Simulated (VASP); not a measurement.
# Zr2TiH6 (P6/mmm) in VASP: single point with PBE

Aim: the single point of Zr2TiH6 with PBE.

All numbers are computed with VASP 6.6.1; they aren't measurements. Logs are shortened: lines on timing, memory, paths and dates and some standing lists are left out, and cuts for length are marked.

### 1 The cell of the first run

It takes space group P6/mmm (No. 191, hexagonal). Conventional cell: a = 4.994 Å, b = 4.994 Å, c = 4.439 Å, α = 90.00°, β = 90.00°, γ = 120.00°. Zr (site symmetry -6m2) has 2 H at 1.52 Å within 2.0 Å. Ti (site symmetry 6/mmm) has 2 H at 1.73 Å within 2.3 Å. Within 1.9 Å of H (site symmetry 3m) lie 1 H at 1.39 Å and 1 Zr at 1.52 Å. Within 1.3 Å of H (site symmetry 6mm) lie 1 H at 0.97 Å.

The cell was built from a structure type or drawn by symmetry, and may not be a known phase.

### 2 Single point, PBE

Input file INCAR:

```
  PREC = Accurate
  ENCUT = 520
  EDIFF = 1E-7
  ISMEAR = 0
  SIGMA = 0.1
  LREAL = False
  LASPH = True
  NELM = 60
  ALGO = Normal
  ISIF = 2
  LWAVE = False
  LCHARG = False
  GGA = PE
  NBANDS = 31
```

Input file KPOINTS:

```
Automatic mesh
0
Gamma
  6 6 4
```

Input file POSCAR:

```
Zr2TiH6
1.0
    4.9938065800      0.0000000000      0.0000000000
   -2.4969032900      4.3247633600      0.0000000000
    0.0000000000      0.0000000000      4.4388537600
Zr Ti H
2 1 6
Direct
    0.3333333300      0.6666666700      0.5000000000
    0.6666666700      0.3333333300      0.5000000000
    0.0000000000      0.0000000000      0.0000000000
    0.3333333300      0.6666666700      0.1565990400
    0.6666666700      0.3333333300      0.1565990400
    0.6666666700      0.3333333300      0.8434009600
    0.3333333300      0.6666666700      0.8434009600
    0.0000000000      0.0000000000      0.3904211900
    0.0000000000      0.0000000000      0.6095788100
```

Potentials or basis: VASP PAW PBE potentials, release 64 (Zr_sv, Ti_sv, H).

Run with:

```bash
cat potpaw_PBE.64/Zr_sv/POTCAR potpaw_PBE.64/Ti_sv/POTCAR potpaw_PBE.64/H/POTCAR > POTCAR
mpirun -np 1 vasp_std > vasp.out
```

OUTCAR:

```text
PREC = Accurate
   ENCUT = 520
   EDIFF = 1E-7
   ISMEAR = 0
   LREAL = False
   LASPH = True
   NELM = 60
   ISIF = 2
   GGA = PE

 ion  position               nearest neighbor table
   1  0.333  0.667  0.500-   4 1.52   7 1.52   2 2.88   2 2.88   2 2.88
   2  0.667  0.333  0.500-   5 1.52   6 1.52   1 2.88   1 2.88   1 2.88
   3  0.000  0.000  0.000-   8 1.73   9 1.73
   4  0.333  0.667  0.157-   1 1.52
   5  0.667  0.333  0.157-   2 1.52
   6  0.667  0.333  0.843-   2 1.52
   7  0.333  0.667  0.843-   1 1.52
   8  0.000  0.000  0.390-   3 1.73
   9  0.000  0.000  0.610-   3 1.73

  LATTYP: Found a hexagonal cell.
 ALAT       =     4.9938065800
 C/A-ratio  =     0.8888717833

  Lattice vectors:

 A1 = (   4.9938065800,   0.0000000000,   0.0000000000)
 A2 = (  -2.4969032900,   4.3247633600,   0.0000000000)
 A3 = (   0.0000000000,   0.0000000000,   4.4388537600)

Analysis of symmetry for initial positions (statically):
=====================================================================
 Subroutine PRICEL returns:
 Original cell was already a primitive cell.

 Routine SETGRP: Setting up the symmetry group for a
 hexagonal supercell.

 Subroutine GETGRP returns: Found 24 space group operations
 (whereof 24 operations were pure point group operations)
 out of a pool of 24 trial point group operations.

The static configuration has the point symmetry D_6h.

Analysis of symmetry for dynamics (positions and initial velocities):
=====================================================================
 Subroutine PRICEL returns:
 Original cell was already a primitive cell.

 Routine SETGRP: Setting up the symmetry group for a
 hexagonal supercell.

 Subroutine GETGRP returns: Found 24 space group operations
 (whereof 24 operations were pure point group operations)
 out of a pool of 24 trial point group operations.

The dynamic configuration has the point symmetry D_6h.

 Subroutine INISYM returns: Found 24 space group operations
 (whereof 24 operations are pure point group operations),
 and found     1 'primitive' translations

----------------------------------------------------------------------------------------

                                     Primitive cell

  volume of cell :      95.8661

  direct lattice vectors                    reciprocal lattice vectors
     4.993806580  0.000000000  0.000000000     0.200248044  0.115613262  0.000000000
    -2.496903290  4.324763360  0.000000000     0.000000000  0.231226524  0.000000000
     0.000000000  0.000000000  4.438853760     0.000000000  0.000000000  0.225283385

  length of vectors
     4.993806580  4.993806580  4.438853760     0.231226524  0.231226524  0.225283385

  position of ions in fractional coordinates (direct lattice)
     0.333333330  0.666666670  0.500000000
     0.666666670  0.333333330  0.500000000
     0.000000000  0.000000000  0.000000000
     0.333333330  0.666666670  0.156599040
     0.666666670  0.333333330  0.156599040
     0.666666670  0.333333330  0.843400960
     0.333333330  0.666666670  0.843400960
     0.000000000  0.000000000  0.390421190
     0.000000000  0.000000000  0.609578810

  ion indices of the primitive-cell ions
   primitive index   ion index
                 1           1
                 2           2
                 3           3
                 4           4
                 5           5
                 6           6
                 7           7
                 8           8
                 9           9

----------------------------------------------------------------------------------------

 KPOINTS: Automatic mesh

Automatic generation of k-mesh.
 Grid dimensions read from file:
 generate k-points for:    6    6    4

 Generating k-lattice:

  Cartesian coordinates                     Fractional coordinates (reciprocal lattice)
     0.033374674  0.019268877  0.000000000     0.166666667  0.000000000  0.000000000
     0.000000000  0.038537754  0.000000000     0.000000000  0.166666667  0.000000000
     0.000000000  0.000000000  0.056320846     0.000000000  0.000000000  0.250000000

  Length of vectors
     0.038537754  0.038537754  0.056320846

  Shift w.r.t. Gamma in fractional coordinates (k-lattice)
     0.000000000  0.000000000  0.000000000

 Subroutine IBZKPT returns following result:
 ===========================================

 Found     21 irreducible k-points:

 Following reciprocal coordinates:
            Coordinates               Weight
  0.000000  0.000000  0.000000      1.000000
  0.166667  0.000000  0.000000      6.000000
  0.333333 -0.000000  0.000000      6.000000
  0.500000  0.000000  0.000000      3.000000
  0.166667  0.166667  0.000000      6.000000
  0.333333  0.166667  0.000000     12.000000
[... 13 lines left out ...]
  0.333333  0.166667  0.500000     12.000000
  0.333333  0.333333  0.500000      2.000000
   k-points           NKPTS =     21   k-points in BZ     NKDIM =     21   number of bands    NBANDS=     31
   number of dos      NEDOS =    301   number of ions     NIONS =      9
   total plane-waves  NPLWV =  57600
   dimension x,y,z NGX =    40 NGY =   40 NGZ =   36
   dimension x,y,z NGXF=    80 NGYF=   80 NGZF=   72
   ions per type =               2   1   6
   NGX,Y,Z   is equivalent  to a cutoff of  13.32, 13.32, 13.48 a.u.
   NGXF,Y,Z  is equivalent  to a cutoff of  26.63, 26.63, 26.97 a.u.
 SYSTEM =  unknown system
   PREC   = accura    normal or accurate (medium, high low for compatibility)
   ISTART =      0    job   : 0-new  1-cont  2-samecut
   ICHARG =      2    charge: 1-file 2-atom 10-const
   ISPIN  =      1    spin polarized calculation?
   LNONCOLLINEAR =      F non collinear calculations
   LSORBIT =      F    spin-orbit coupling
   LASPH  =      T    aspherical Exc in radial PAW
   ENCUT  =  520.0 eV  38.22 Ry    6.18 a.u.   9.29  9.29  8.25*2*pi/ulx,y,z
   NELM   =     60;   NELMIN=  2; NELMDL= -5     # of ELM steps
   EDIFF  = 0.1E-06   stopping-criterion for ELM
   LREAL  =      F    real-space projection
   EDIFFG = 0.1E-05   stopping-criterion for IOM
   NSW    =      0    number of steps for IOM
   IBRION =     -1    ionic relax: 0-MD 1-quasi-New 2-CG
   NFREE  =      0    steps in history (QN), initial steepest desc. (CG)
   ISIF   =      2    stress and relaxation
   ISYM   =      2    0-nonsym 1-usesym 2-fastsym
   POTIM  = 0.5000    time-step for ionic-motion
   TEBEG  =    0.0;   TEEND  =   0.0 temperature during run
   PSTRESS=    0.0 pullay stress
   NELECT =      42.0000    total number of electrons
   NUPDOWN=      -1.0000    fix difference up-down
   EMIN   =  10.00;   EMAX   =-10.00  energy-range for DOS
   EFERMI =   0.00;   METHOD = LEGACY
   ISMEAR =     0;   SIGMA  =   0.10  broadening in eV -4-tet -1-fermi 0-gaus
   EFERMI_NEDOS =   21; number of points for ismear=-14 and -15
   IALGO  =     38    algorithm
   IMIX   =      4    mixing-type and parameters
     AMIX     =   0.40;   BMIX     =  1.00
     AMIX_MAG =   1.60;   BMIX_MAG =  1.00
  volume/ion in A,a.u.               =      10.65        71.88
  Fermi-wavevector in a.u.,A,eV,Ry     =   1.243377  2.349643 21.034434  1.545987
  Thomas-Fermi vector in A             =   2.377691
   LORBIT       =      0    0 simple, 1 ext, 2 COOP (PROOUT), +10 PAW based schemes
   GGA     = PE    functional components
   LHFCALC =     F    Hartree Fock is set to
   AEXX    =    0.0000 exact exchange contribution
   IVDW    =     0    specifies the selected vdW correction
   LEPSILON=     F    determine dielectric tensor
   LRPA    =     F    only Hartree local field effects (RPA)
 non-spin polarized calculation
 Gauss-broadening in eV      SIGMA  =   0.10
  energy-cutoff  :      520.00
  volume of cell :       95.87
 maximum number of plane-waves:      2603
 NGX is ok and might be reduce to    40
   NGX = 19   NGY = 19   NGZ = 17

 number of electron      42.0000001 magnetization

 Free energy of the ion-electron system (eV)
  ---------------------------------------------------
  ext. energy  EPLUGINS =         0.00000000
  ---------------------------------------------------
  free energy    TOTEN  =       -32.84664475 eV

  energy without entropy =      -32.80471154  energy(sigma->0) =      -32.82567815

 E-fermi :   5.5707     XC(G=0): -10.1444

 val. band max:        5.5532323812   @ k =   0.1667   0.0000   0.0000
 cond. band min:       5.5802910009   @ k =   0.3333   0.1667   0.5000
 fundamental gap:      0.0270586196
 Fermi energy:         5.5707123093

 k-point     1 :       0.0000    0.0000    0.0000
  band No.  band energies     occupation
      1     -51.6116      2.00000
      2     -42.6272      2.00000
      3     -42.3924      2.00000
      4     -28.0559      2.00000
      5     -28.0559      2.00000
      6     -27.5294      2.00000
[... 23 lines left out ...]
     30       9.2351      0.00000
     31       9.4781      0.00000

 k-point     2 :       0.1667    0.0000    0.0000
  band No.  band energies     occupation
      1     -51.6116      2.00000
      2     -42.6136      2.00000
      3     -42.4065      2.00000
      4     -28.0560      2.00000
      5     -28.0559      2.00000
      6     -27.5293      2.00000
[... 23 lines left out ...]
     30       9.2525      0.00000
     31       9.4935      0.00000

 k-point     3 :       0.3333   -0.0000    0.0000
  band No.  band energies     occupation
      1     -51.6116      2.00000
      2     -42.5784      2.00000
      3     -42.4428      2.00000
      4     -28.0564      2.00000
      5     -28.0561      2.00000
      6     -27.5292      2.00000
[... 23 lines left out ...]
     30       9.4096      0.00000
     31       9.8555      0.00000

 k-point     4 :       0.5000    0.0000    0.0000
  band No.  band energies     occupation
      1     -51.6116      2.00000
      2     -42.5500      2.00000
      3     -42.4718      2.00000
      4     -28.0566      2.00000
      5     -28.0561      2.00000
      6     -27.5291      2.00000
[... 23 lines left out ...]
     30       9.3578      0.00000
     31       9.6881      0.00000

 k-point     5 :       0.1667    0.1667    0.0000
  band No.  band energies     occupation
      1     -51.6116      2.00000
      2     -42.5887      2.00000
      3     -42.4322      2.00000
      4     -28.0563      2.00000
      5     -28.0561      2.00000
      6     -27.5292      2.00000
[... 23 lines left out ...]
     30       9.4644      0.00000
     31       9.8530      0.00000
[... 440 lines left out ...]
     30       9.4801      0.00000
     31       9.6093      0.00000

 k-point    19 :       0.1667    0.1667    0.5000
  band No.  band energies     occupation
      1     -51.6113      2.00000
      2     -42.5874      2.00000
      3     -42.4309      2.00000
      4     -28.0561      2.00000
      5     -28.0557      2.00000
      6     -27.5401      2.00000
[... 23 lines left out ...]
     30       8.9955      0.00000
     31       9.0134      0.00000

 k-point    20 :       0.3333    0.1667    0.5000
  band No.  band energies     occupation
      1     -51.6113      2.00000
      2     -42.5487      2.00000
      3     -42.4705      2.00000
      4     -28.0565      2.00000
      5     -28.0559      2.00000
      6     -27.5402      2.00000
[... 23 lines left out ...]
     30       9.3874      0.00000
     31       9.4618      0.00000

 k-point    21 :       0.3333    0.3333    0.5000
  band No.  band energies     occupation
      1     -51.6113      2.00000
      2     -42.5097      2.00000
      3     -42.5097      2.00000
      4     -28.0562      2.00000
      5     -28.0562      2.00000
      6     -27.5402      2.00000
[... 23 lines left out ...]
     30       9.3723      0.00000
     31       9.4376      0.00000

------------------------ aborting loop because EDIFF is reached ----------------------------------------

  FORCE on cell =-STRESS in cart. coord.  units (eV):
  Direction    XX          YY          ZZ          XY          YZ          ZX
  --------------------------------------------------------------------------------------
  -------------------------------------------------------------------------------------
  Total       -6.7315469     -6.7315469     37.9242830      0.0000000     -0.0000000      0.0000000
  in kB     -112.5020815   -112.5020815    633.8157952      0.0000000     -0.0000000      0.0000000
  external PRESSURE =     136.2705441 kB  Pullay stress =       0.0000000 kB

 VOLUME and BASIS-vectors are now :
 -----------------------------------------------------------------------------
  energy-cutoff  :      520.00
  volume of cell :       95.87
      direct lattice vectors                 reciprocal lattice vectors
     4.993806580  0.000000000  0.000000000     0.200248044  0.115613262  0.000000000
    -2.496903290  4.324763360  0.000000000     0.000000000  0.231226524  0.000000000
     0.000000000  0.000000000  4.438853760     0.000000000  0.000000000  0.225283385

 POSITION                                       TOTAL-FORCE (eV/Angst)
 -----------------------------------------------------------------------------------
     -0.00000      2.88318      2.21943        -0.000000      0.000000      0.000000
      2.49690      1.44159      2.21943         0.000000     -0.000000      0.000000
      0.00000      0.00000      0.00000        -0.000000     -0.000000      0.000000
     -0.00000      2.88318      0.69512        -0.000000      0.000000     -6.034583
      2.49690      1.44159      0.69512        -0.000000     -0.000000     -6.034583
      2.49690      1.44159      3.74373        -0.000000     -0.000000      6.034583
     -0.00000      2.88318      3.74373        -0.000000     -0.000000      6.034583
      0.00000      0.00000      1.73302        -0.000000      0.000000      0.167043
      0.00000      0.00000      2.70583        -0.000000     -0.000000     -0.167043
 -----------------------------------------------------------------------------------
    total drift:                                0.000000     -0.000000      0.000000

  FREE ENERGIE OF THE ION-ELECTRON SYSTEM (eV)
  ---------------------------------------------------
  free  energy   TOTEN  =       -32.8466447533 eV

  energy  without entropy=      -32.8047115371  energy(sigma->0) =      -32.82567815
```

It took 91 s on 1 thread of AMD EPYC 7R13 (Zen 3), shared host; peak memory 0.23 GiB.

Results:

* Free energy: -32.8466 eV
* Pressure: 13.6 GPa
* Largest force: 6.035 eV/Å
* Band gap on the k mesh: zero (bands 21 and 22 overlap by 1.26 eV)

Forces on the atoms (eV/Å):
```
Zr   0.000  0.000  0.000
Zr   0.000  0.000  0.000
Ti   0.000  0.000  0.000
H    0.000  0.000 -6.035
H    0.000  0.000 -6.035
H    0.000  0.000  6.035
H    0.000  0.000  6.035
H    0.000  0.000  0.167
H    0.000  0.000 -0.167
```

Stress tensor (GPa, compression positive):
```
-11.25   0.00   0.00
  0.00 -11.25   0.00
  0.00   0.00  63.38
```

Levels at points of the mesh, in eV from the Fermi level:
```csv
k point,band 19,band 20,band 21,band 22,band 23,band 24
"(0.00, 0.00, 0.00)",0.02,0.02,0.45,0.45,0.49,0.53
"(0.50, 0.00, 0.00)",-0.43,-0.11,-0.06,0.17,0.64,1.35
"(0.00, 0.00, 0.50)",-1.19,-1.19,-0.81,-0.81,0.20,1.53
"(0.50, 0.00, 0.50)",-1.46,-1.20,-0.58,-0.24,-0.11,0.58
```

Caveat: the cell stands under pressure; forces of over 1 eV/Å act on the atoms, so gaps and moduli don't describe the material at rest.
